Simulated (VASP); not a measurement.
# SiC (P6_3mc) in VASP: a series of runs

Runs on SiC. Level: r2SCAN. Tasks: single point.

All numbers are computed with VASP 6.6.1; they aren't measurements. Logs are shortened: lines on timing, memory, paths and dates and some standing lists are left out, and cuts for length are marked.

### Step 1. The cell of the first run

The structure is hexagonal, space group P6_3mc (No. 186). The conventional cell has a = 3.013 Å, b = 3.013 Å, c = 4.945 Å, α = 90.00°, β = 90.00°, γ = 120.00°. Si (site symmetry 3m) has 4 C at 1.84 to 1.86 Å within 2.4 Å. Within 2.4 Å of C (site symmetry 3m) lie 4 Si at 1.84 to 1.86 Å.

### Step 2. Single point, r2SCAN (volume changed by -6%)

Contents of POSCAR:

```
SiC
1.0
    3.0125762505      0.0000000000      0.0000000000
   -1.5062881252      2.6089675637      0.0000000000
    0.0000000000      0.0000000000      4.9450565506
Si C
2 2
Direct
    0.3333333333      0.6666666667     -0.0004083979
    0.6666666667      0.3333333333      0.4995916021
    0.3333333333      0.6666666667      0.3754083979
    0.6666666667      0.3333333333      0.8754083979
```

Contents of INCAR.step1:

```
ALGO = Normal
EDIFF = 1E-4
ENCUT = 520
GGA = PE
ISMEAR = 0
LASPH = True
LCHARG = False
LREAL = False
LWAVE = True
NBANDS = 16
NELM = 100
PREC = Accurate
SIGMA = 0.01
```

Contents of INCAR.step2:

```
ALGO = Normal
EDIFF = 1E-6
ENCUT = 520
ISIF = 2
ISMEAR = 0
ISTART = 1
LASPH = True
LCHARG = True
LELF = True
LMIXTAU = True
LREAL = False
LVHAR = True
LWAVE = False
METAGGA = R2SCAN
NBANDS = 16
NELM = 100
PREC = Accurate
SIGMA = 0.01
```

Contents of KPOINTS:

```
k-points
0
Gamma
  9 9 4
```

Potentials or basis: VASP PAW PBE potentials, release 64 (Si, C).

The run is started by

```sh
cat potpaw_PBE.64/Si/POTCAR potpaw_PBE.64/C/POTCAR > POTCAR
cp INCAR.step1 INCAR
mpirun -np 1 vasp_std > vasp.out
cp INCAR.step2 INCAR
mpirun -np 1 vasp_std > vasp.out
```

OUTCAR:

```text
EDIFF = 1E-6
   ENCUT = 520
   ISIF = 2
   ISMEAR = 0
   ISTART = 1
   LASPH = True
   LREAL = False
   METAGGA = R2SCAN
   NELM = 100
   PREC = Accurate

 ion  position               nearest neighbor table
   1  0.333  0.667  1.000-   4 1.84   4 1.84   4 1.84   3 1.86   2 3.02   2 3.02   2 3.02   2 3.02
                             2 3.02   2 3.02
   2  0.667  0.333  0.500-   3 1.84   3 1.84   3 1.84   4 1.86   1 3.02   1 3.02   1 3.02   1 3.02
                             1 3.02   1 3.02
   3  0.333  0.667  0.375-   2 1.84   2 1.84   2 1.84   1 1.86
   4  0.667  0.333  0.875-   1 1.84   1 1.84   1 1.84   2 1.86

  LATTYP: Found a hexagonal cell.
 ALAT       =     3.0125762505
 C/A-ratio  =     1.6414710000

  Lattice vectors:

 A1 = (   3.0125762505,   0.0000000000,   0.0000000000)
 A2 = (  -1.5062881252,   2.6089675637,   0.0000000000)
 A3 = (   0.0000000000,   0.0000000000,   4.9450565506)

Analysis of symmetry for initial positions (statically):
=====================================================================
 Subroutine PRICEL returns:
 Original cell was already a primitive cell.

 Routine SETGRP: Setting up the symmetry group for a
 hexagonal supercell.

 Subroutine GETGRP returns: Found 12 space group operations
 (whereof  6 operations were pure point group operations)
 out of a pool of 24 trial point group operations.

The static configuration has the point symmetry C_3v.
 The point group associated with its full space group is C_6v.

Analysis of symmetry for dynamics (positions and initial velocities):
=====================================================================
 Subroutine PRICEL returns:
 Original cell was already a primitive cell.

 Routine SETGRP: Setting up the symmetry group for a
 hexagonal supercell.

 Subroutine GETGRP returns: Found 12 space group operations
 (whereof  6 operations were pure point group operations)
 out of a pool of 24 trial point group operations.

The dynamic configuration has the point symmetry C_3v.
 The point group associated with its full space group is C_6v.

 Subroutine INISYM returns: Found 12 space group operations
 (whereof  6 operations are pure point group operations),
 and found     1 'primitive' translations

[... 92 lines left out ...]
   ISPIN  =      1    spin polarized calculation?
   LNONCOLLINEAR =      F non collinear calculations
   LSORBIT =      F    spin-orbit coupling
   LASPH  =      T    aspherical Exc in radial PAW
   ENCUT  =  520.0 eV  38.22 Ry    6.18 a.u.   5.60  5.60  9.19*2*pi/ulx,y,z
   NELM   =    100;   NELMIN=  2; NELMDL=  0     # of ELM steps
   EDIFF  = 0.1E-05   stopping-criterion for ELM
   LREAL  =      F    real-space projection
   EDIFFG = 0.1E-04   stopping-criterion for IOM
   NSW    =      0    number of steps for IOM
   IBRION =     -1    ionic relax: 0-MD 1-quasi-New 2-CG
   NFREE  =      0    steps in history (QN), initial steepest desc. (CG)
   ISIF   =      2    stress and relaxation
   ISYM   =      2    0-nonsym 1-usesym 2-fastsym
   POTIM  = 0.5000    time-step for ionic-motion
   TEBEG  =    0.0;   TEEND  =   0.0 temperature during run
   PSTRESS=    0.0 pullay stress
   NELECT =      16.0000    total number of electrons
   NUPDOWN=      -1.0000    fix difference up-down
   EMIN   =  10.00;   EMAX   =-10.00  energy-range for DOS
   EFERMI =   0.00;   METHOD = LEGACY
   ISMEAR =     0;   SIGMA  =   0.01  broadening in eV -4-tet -1-fermi 0-gaus
   EFERMI_NEDOS =   21; number of points for ismear=-14 and -15
   IALGO  =     38    algorithm
   IMIX   =      4    mixing-type and parameters
     AMIX     =   0.40;   BMIX     =  1.00
     AMIX_MAG =   1.60;   BMIX_MAG =  1.00
  volume/ion in A,a.u.               =       9.72        65.57
  Fermi-wavevector in a.u.,A,eV,Ry     =   1.217836  2.301376 20.179136  1.483125
  Thomas-Fermi vector in A             =   2.353143
   LORBIT       =      0    0 simple, 1 ext, 2 COOP (PROOUT), +10 PAW based schemes
   METAGGA = R2SCAN    functional components
   LHFCALC =     F    Hartree Fock is set to
   AEXX    =    0.0000 exact exchange contribution
   IVDW    =     0    specifies the selected vdW correction
   LEPSILON=     F    determine dielectric tensor
   LRPA    =     F    only Hartree local field effects (RPA)
 non-spin polarized calculation
 Gauss-broadening in eV      SIGMA  =   0.01
  energy-cutoff  :      520.00
  volume of cell :       38.87
 maximum number of plane-waves:      1087
 NGX is ok and might be reduce to    24
   NGX = 11   NGY = 11   NGZ = 19

 number of electron      15.9999999 magnetization

 Free energy of the ion-electron system (eV)
  ---------------------------------------------------
  ext. energy  EPLUGINS =         0.00000000
  ---------------------------------------------------
  free energy    TOTEN  =       -38.52345830 eV

  energy without entropy =      -38.52345830  energy(sigma->0) =      -38.52345830

 E-fermi :   8.9476     XC(G=0): -12.2085

 val. band max:        8.8595119841   @ k =   0.0000   0.0000   0.0000
 cond. band min:      11.4263382042   @ k =   0.3333   0.3333   0.0000
 fundamental gap:      2.5668262201
 Fermi energy:         8.9475576069

 k-point     1 :       0.0000    0.0000    0.0000
  band No.  band energies     occupation
      1      -8.0053      2.00000
      2      -4.1406      2.00000
      3      -0.4952      2.00000
      4       7.4463      2.00000
      5       7.4463      2.00000
      6       8.7448      2.00000
[... 433 lines left out ...]
      3       1.3366      2.00000
      4       1.3366      2.00000
      5       1.8354      2.00000
      6       3.9412      2.00000
[... 8 lines left out ...]
     15      22.0591      0.00000
     16      23.0931      0.00000

 [... further k-points ...]
[... 5 lines left out ...]
  --------------------------------------------------------------------------------------
  -------------------------------------------------------------------------------------
  Total        3.8316557      3.8316557      3.7216630      0.0000000      0.0000000      0.0000000
  in kB      157.9497965    157.9497965    153.4156415      0.0000000      0.0000000      0.0000000
  external PRESSURE =     156.4384115 kB  Pullay stress =       0.0000000 kB

 VOLUME and BASIS-vectors are now :
 -----------------------------------------------------------------------------
  energy-cutoff  :      520.00
  volume of cell :       38.87
      direct lattice vectors                 reciprocal lattice vectors
     3.012576250  0.000000000  0.000000000     0.331941806  0.191646691  0.000000000
    -1.506288125  2.608967564  0.000000000     0.000000000  0.383293382  0.000000000
     0.000000000  0.000000000  4.945056551     0.000000000  0.000000000  0.202222157

 POSITION                                       TOTAL-FORCE (eV/Angst)
 -----------------------------------------------------------------------------------
     -0.00000      1.73931      4.94304        -0.000000      0.000000      0.010013
      1.50629      0.86966      2.47051        -0.000000     -0.000000      0.010013
     -0.00000      1.73931      1.85642         0.000000      0.000000     -0.010013
      1.50629      0.86966      4.32894        -0.000000      0.000000     -0.010013
 -----------------------------------------------------------------------------------
    total drift:                               -0.000000      0.000000      0.000301

  FREE ENERGIE OF THE ION-ELECTRON SYSTEM (eV)
  ---------------------------------------------------
  free  energy   TOTEN  =       -38.5234582960 eV

  energy  without entropy=      -38.5234582960  energy(sigma->0) =      -38.52345830
```

OUTCAR.step1:

```text
EDIFF = 1E-4
   ENCUT = 520
   GGA = PE
   ISMEAR = 0
[... 690 lines left out ...]
     -0.00000      1.73931      4.94304        -0.000000      0.000000      0.013216
      1.50629      0.86966      2.47051         0.000000      0.000000      0.013216
     -0.00000      1.73931      1.85642        -0.000000      0.000000     -0.013216
      1.50629      0.86966      4.32894        -0.000000     -0.000000     -0.013216
 -----------------------------------------------------------------------------------
    total drift:                               -0.000000      0.000000      0.000176

  FREE ENERGIE OF THE ION-ELECTRON SYSTEM (eV)
  ---------------------------------------------------
  free  energy   TOTEN  =       -29.9327270955 eV

  energy  without entropy=      -29.9327270955  energy(sigma->0) =      -29.93272710
```

OSZICAR.step1:

```text
N       E                     dE             d eps       ncg     rms          rms(c)
DAV:   1     0.265104691072E+02    0.26510E+02   -0.72301E+03  1152   0.902E+02
DAV:   2    -0.315469513753E+02   -0.58057E+02   -0.53120E+02  1632   0.163E+02
DAV:   3    -0.340092733246E+02   -0.24623E+01   -0.24547E+01  1528   0.307E+01
DAV:   4    -0.340254386213E+02   -0.16165E-01   -0.16163E-01  1416   0.307E+00
DAV:   5    -0.340255875576E+02   -0.14894E-03   -0.14893E-03  1472   0.277E-01    0.134E+01
DAV:   6    -0.300664436675E+02    0.39591E+01   -0.68242E+00  1448   0.162E+01    0.619E+00
DAV:   7    -0.299520085536E+02    0.11444E+00   -0.12606E+00  1632   0.666E+00    0.262E+00
DAV:   8    -0.299340929822E+02    0.17916E-01   -0.52541E-02  1320   0.144E+00    0.671E-01
DAV:   9    -0.299324275313E+02    0.16655E-02   -0.76241E-03  1472   0.603E-01    0.118E-01
DAV:  10    -0.299327055833E+02   -0.27805E-03   -0.91543E-04  1392   0.177E-01    0.559E-02
DAV:  11    -0.299327270955E+02   -0.21512E-04   -0.68279E-05   944   0.635E-02
   1 F= -.29932727E+02 E0= -.29932727E+02  d E =-.119373E-50
```

It took 63 s on 1 thread of Intel Xeon 6975P-C, shared host; peak memory 0.17 GiB.

Results:

```yaml
Free_energy: -38.5235 eV
Pressure: 15.6 GPa
Largest_force: 0.010 eV/Å
Band_gap_on_the_k_mesh: 2.57 eV, indirect (least direct gap 4.67 eV)
```

Forces in eV/Å, atoms in the order of the input:
```
Si   0.000  0.000  0.010
Si   0.000  0.000  0.010
C    0.000  0.000 -0.010
C    0.000  0.000 -0.010
```

Caveat: the cell differs from its parent crystal (volume changed by -6%); the PAW data sets were made with another functional, which shifts forces and pressure a little.

### Step 3. Single point, r2SCAN (volume changed by -3%)

Contents of POSCAR:

```
SiC
1.0
    3.0442899100      0.0000000000      0.0000000000
   -1.5221449550      2.6364323985      0.0000000000
    0.0000000000      0.0000000000      4.9971136029
Si C
2 2
Direct
    0.3333333333      0.6666666667     -0.0004083979
    0.6666666667      0.3333333333      0.4995916021
    0.3333333333      0.6666666667      0.3754083979
    0.6666666667      0.3333333333      0.8754083979
```

Contents of INCAR.step1:

```
ALGO     = Normal         # electronic algorithm
EDIFF    = 1E-4           # SCF threshold, eV
ENCUT    = 520            # plane-wave cutoff, eV
GGA      = PE             # functional
ISMEAR   = 0              # smearing method
LASPH    = T              # aspherical terms in the spheres
LCHARG   = F              # write CHGCAR
LREAL    = F              # projectors in reciprocal space
LWAVE    = T              # write WAVECAR
NBANDS   = 16             # bands
NELM     = 80             # most SCF steps
PREC     = Accurate       # precision mode
SIGMA    = 0.01           # smearing width, eV
```

Contents of INCAR.step2:

```
ALGO     = Normal         # electronic algorithm
EDIFF    = 1E-6           # SCF threshold, eV
ENCUT    = 520            # plane-wave cutoff, eV
ISIF     = 2              # what is computed and relaxed
ISMEAR   = 0              # smearing method
ISTART   = 1            
LASPH    = T              # aspherical terms in the spheres
LCHARG   = F              # write CHGCAR
LMIXTAU  = T            
LREAL    = F              # projectors in reciprocal space
LWAVE    = F              # write WAVECAR
METAGGA  = R2SCAN         # meta-GGA
NBANDS   = 16             # bands
NELM     = 80             # most SCF steps
PREC     = Accurate       # precision mode
SIGMA    = 0.01           # smearing width, eV
```

KPOINTS is that of step 2.

Potentials or basis: VASP PAW PBE potentials, release 64 (Si, C).

The run is started by

```sh
cat potpaw_PBE.64/Si/POTCAR potpaw_PBE.64/C/POTCAR > POTCAR
cp INCAR.step1 INCAR
mpirun -np 1 vasp_std > vasp.out
cp INCAR.step2 INCAR
mpirun -np 1 vasp_std > vasp.out
```

Wall time 64 s (1 thread of Intel Xeon 6975P-C, shared host); peak memory 0.17 GiB.

Results (log left out):

```
Free energy            : -38.6113 eV
Pressure               : 7.2 GPa
Largest force          : 0.005 eV/Å
Band gap on the k mesh : 2.61 eV, indirect (least direct gap 4.59 eV)
```

Forces on the atoms (eV/Å):
```
Si   0.000  0.000  0.005
Si   0.000  0.000  0.005
C    0.000  0.000 -0.005
C    0.000  0.000 -0.005
```

Stress tensor (GPa, compression positive):
```
7.22 0.00 0.00
0.00 7.22 0.00
0.00 0.00 7.02
```

Levels at points of the mesh, in eV from the valence-band top:
```tsv
k point	band 5	band 6	band 7	band 8	band 9	band 10	band 11	band 12
(0.00, 0.00, 0.00)	-1.40	-0.11	0.00	0.00	5.66	7.12	7.39	7.39
(0.00, 0.00, 0.50)	-0.76	-0.76	-0.76	-0.76	6.78	6.78	8.07	8.07
```

Caveat: the cell differs from its parent crystal (volume changed by -3%); the PAW data sets were made with another functional, which shifts forces and pressure a little. A k mesh can miss the band edges.

### Step 4. Single point, r2SCAN

This run uses another cell than the first one, of 10.34 Å³/atom, 1.064 times its volume.

Contents of POSCAR:

```
SiC
1.0
    3.0753562384      0.0000000000      0.0000000000
   -1.5376781192      2.6633366281      0.0000000000
    0.0000000000      0.0000000000      5.0481080801
Si C
2 2
Direct
    0.3333333333      0.6666666667     -0.0004083979
    0.6666666667      0.3333333333      0.4995916021
    0.3333333333      0.6666666667      0.3754083979
    0.6666666667      0.3333333333      0.8754083979
```

Contents of INCAR.step1:

```
  ALGO = Normal
  EDIFF = 1E-4
  ENCUT = 520
  GGA = PE
  ISMEAR = 0
  LASPH = True
  LCHARG = False
  LREAL = False
  LWAVE = True
  NBANDS = 16
  NELM = 80
  PREC = Accurate
  SIGMA = 0.01
```

Contents of INCAR.step2:

```
  ALGO = Normal
  EDIFF = 1E-6
  ENCUT = 520
  ISIF = 2
  ISMEAR = 0
  ISTART = 1
  LASPH = True
  LCHARG = False
  LMIXTAU = True
  LREAL = False
  LWAVE = False
  METAGGA = R2SCAN
  NBANDS = 16
  NELM = 80
  PREC = Accurate
  SIGMA = 0.01
```

KPOINTS is that of step 3.

The run is started by

```sh
cat potpaw_PBE.64/Si/POTCAR potpaw_PBE.64/C/POTCAR > POTCAR
cp INCAR.step1 INCAR
mpirun -np 1 vasp_std > vasp.out
cp INCAR.step2 INCAR
mpirun -np 1 vasp_std > vasp.out
```

Wall time 53 s (1 thread of Intel Xeon 6975P-C, shared host); peak memory 0.17 GiB.

It converged, with:

```
Free energy            : -38.6380 eV
Pressure               : -0.2 GPa
Band gap on the k mesh : 2.66 eV, indirect (least direct gap 4.52 eV)
```

Levels at points of the mesh, in eV from the valence-band top:
```tsv
k point	band 6	band 7	band 8	band 9	band 10	band 11
(0.00, 0.00, 0.00)	-0.11	0.00	0.00	5.38	6.78	7.19
(0.00, 0.00, 0.50)	-0.75	-0.75	-0.75	6.50	6.50	7.89
```

Caveat: the PAW data sets were made with another functional, which shifts forces and pressure a little. A k mesh can miss the band edges.

### Step 5. Single point, r2SCAN (volume changed by +3%)

Contents of POSCAR:

```
SiC
1.0
    3.1058072904      0.0000000000      0.0000000000
   -1.5529036452      2.6897080128      0.0000000000
    0.0000000000      0.0000000000      5.0980925989
Si C
2 2
Direct
    0.3333333333      0.6666666667     -0.0004083979
    0.6666666667      0.3333333333      0.4995916021
    0.3333333333      0.6666666667      0.3754083979
    0.6666666667      0.3333333333      0.8754083979
```

Contents of INCAR.step1:

```
  ALGO = Normal
  EDIFF = 1E-4
  ENCUT = 520
  GGA = PE
  ISMEAR = 0
  LASPH = T
  LCHARG = F
  LREAL = F
  LWAVE = T
  NBANDS = 16
  NELM = 100
  PREC = Accurate
  SIGMA = 0.01
```

Contents of INCAR.step2:

```
  ALGO = Normal
  EDIFF = 1E-7
  ENCUT = 520
  ISIF = 2
  ISMEAR = 0
  ISTART = 1
  LASPH = T
  LCHARG = F
  LMIXTAU = T
  LREAL = F
  LWAVE = F
  METAGGA = R2SCAN
  NBANDS = 16
  NELM = 100
  PREC = Accurate
  SIGMA = 0.01
```

KPOINTS is that of step 4.

The run is started by

```sh
cat potpaw_PBE.64/Si/POTCAR potpaw_PBE.64/C/POTCAR > POTCAR
cp INCAR.step1 INCAR
mpirun -np 1 vasp_std > vasp.out
cp INCAR.step2 INCAR
mpirun -np 1 vasp_std > vasp.out
```

Run time: 77 s. Hardware: 1 thread of Intel Xeon 6975P-C, shared host; peak memory 0.17 GiB.

Results (log left out):

* Free energy: -38.6119 eV
* Pressure: -6.5 GPa
* Largest force: 0.005 eV/Å
* Band gap on the k mesh: 2.70 eV, indirect (least direct gap 4.45 eV)

Forces in eV/Å, atoms in the order of the input:
```
Si   0.000  0.000 -0.005
Si   0.000  0.000 -0.005
C    0.000  0.000  0.005
C    0.000  0.000  0.005
```

Stress tensor (GPa, compression positive):
```
-6.58  0.00  0.00
 0.00 -6.58  0.00
 0.00  0.00 -6.40
```

Levels at points of the mesh, in eV from the valence-band top:
```tsv
k point	band 5	band 6	band 7	band 8	band 9	band 10	band 11	band 12
(0.00, 0.00, 0.00)	-1.37	-0.11	0.00	0.00	5.11	6.44	7.00	7.00
(0.00, 0.00, 0.50)	-0.74	-0.74	-0.74	-0.74	6.22	6.22	7.72	7.72
```

Caveat: the cell differs from its parent crystal (volume changed by +3%); the PAW data sets were made with another functional, which shifts forces and pressure a little. A k mesh can miss the band edges.

### Step 6. The runs side by side

| cell | gap on the mesh (eV) | pressure (GPa) |
| --- | --- | --- |
| a = 3.013, b = 3.013, c = 4.945 Å, angles 90.0, 90.0, 120.0°, 4 atoms | 2.57 | 15.6 |
| a = 3.044, b = 3.044, c = 4.997 Å, angles 90.0, 90.0, 120.0°, 4 atoms | 2.61 | 7.2 |
| a = 3.075, b = 3.075, c = 5.048 Å, angles 90.0, 90.0, 120.0°, 4 atoms | 2.66 | -0.2 |
| a = 3.106, b = 3.106, c = 5.098 Å, angles 90.0, 90.0, 120.0°, 4 atoms | 2.70 | -6.5 |

Alike in all rows: task single point; level r2SCAN; potentials or basis VASP PAW PBE potentials, release 64 (Si, C); no spin polarisation; k mesh 9 × 9 × 4; cutoff (eV) 520; smearing gaussian 0.01 eV.

Caveats: the PAW data sets were made with another functional, which shifts forces and pressure a little.

Absolute energies hang on the potentials; compare differences alone.
